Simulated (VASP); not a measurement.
SiO2: single point with r2SCAN

Crystal: SiO2.

```
Si O
1.0
    -4.45647    4.45647    2.61221
     4.45647   -4.45647    2.61221
     4.45647    4.45647   -2.61221
Si O
4 8
Direct
  0.17705 0.17705 0.35411
  0.82295 0.17705 0.00000
  0.17705 0.82295 0.00000
  0.82295 0.82295 0.64589
  0.50000 0.50000 0.50000
  0.00000 0.50000 0.00000
  0.50000 0.00000 0.00000
  0.00000 0.00000 0.50000
  0.00000 0.20938 0.20938
  0.79062 0.00000 0.79062
  0.20938 0.00000 0.20938
  0.00000 0.79062 0.79062
```

* Program: VASP 6.6.1
* Task: single point
* Functional: r2SCAN
* Potentials or basis: VASP PAW PBE potentials, release 64 (Si, O)
* Cutoff: 520 eV
* k mesh: 6 × 6 × 6
* Occupations: gaussian, width 0.02 eV
* Spin: no spin polarisation

- Pressure: 1.1 GPa
- Largest force: 0.034 eV/Å
- Band gap on the k mesh: 6.08 eV

Forces in eV/Å, atoms in the order of the input:
```
Si   0.024  0.024  0.000
Si   0.024 -0.024  0.000
Si  -0.024  0.024  0.000
Si  -0.024 -0.024  0.000
O    0.000  0.000  0.000
O    0.000  0.000  0.000
O    0.000  0.000  0.000
O    0.000  0.000  0.000
O   -0.011  0.000  0.000
O    0.000  0.011  0.000
O    0.000 -0.011  0.000
O    0.011  0.000  0.000
```

Levels at points of the mesh, in eV from the valence-band top:
```csv
k point,band 29,band 30,band 31,band 32,band 33,band 34,band 35,band 36
"(0.00, 0.00, 0.00)",-0.85,-0.69,-0.02,0.00,6.08,9.00,9.60,9.97
"(0.50, 0.00, 0.00)",-1.12,-0.78,-0.59,-0.26,8.26,8.46,9.32,10.01
"(0.50, 0.50, 0.00)",-0.46,-0.40,-0.39,-0.25,7.19,7.64,9.58,9.90
"(0.50, 0.50, 0.50)",-1.04,-0.19,0.00,0.00,8.11,8.50,8.50,8.68
```

It took 13 min on 1 thread of Intel(R) Xeon(R) 6975P-C (Granite Rapids), with other jobs on the host, peak memory 0.51 GiB.

Caveat: the PAW data sets were made with another functional, which shifts forces and pressure a little. A k mesh can miss the band edges.
